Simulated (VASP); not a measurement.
A run of VASP 6.6.1:

INCAR

```
PREC = Accurate
ENCUT = 500
EDIFF = 1E-7
ISMEAR = 0
SIGMA = 0.2
LREAL = False
LASPH = True
NELM = 200
ALGO = Normal
ISIF = 3
LWAVE = False
LCHARG = False
GGA = PE
IBRION = 2
NSW = 36
EDIFFG = -0.08
GGA_COMPAT = False
NELMIN = 4
LMAXMIX = 6
```

File KPOINTS:

```
regular mesh
0
Gamma
  5 5 6
```

The input POSCAR:

```
Dy2H
1.0
    4.4578158300      0.0000000000      0.0000000000
   -2.2289079200      3.8605817600      0.0000000000
    0.0000000000      0.0000000000      3.1887776500
Dy H
2 1
Direct
    0.3333333300      0.6666666700      0.5000000000
    0.6666666700      0.3333333300      0.5000000000
    0.0000000000      0.0000000000      0.0000000000
```

Potentials or basis: VASP PAW PBE potentials, release 64 (Dy_3, H), 4f in core.

Launch:

```sh
$ cat potpaw_PBE.64/Dy_3/POTCAR potpaw_PBE.64/H/POTCAR > POTCAR
$ mpirun -np 1 vasp_std > vasp.out
```

Hardware: 1 thread of AMD EPYC 7R13 Processor (Zen 3), with other jobs on the host.

Q: Estimate the wall time of this run.

A: It took 60 s on 1 thread of AMD EPYC 7R13 Processor (Zen 3) (shared host), peak memory 0.16 GiB. Counts: scf iterations 60, k points 20, ion steps 6.
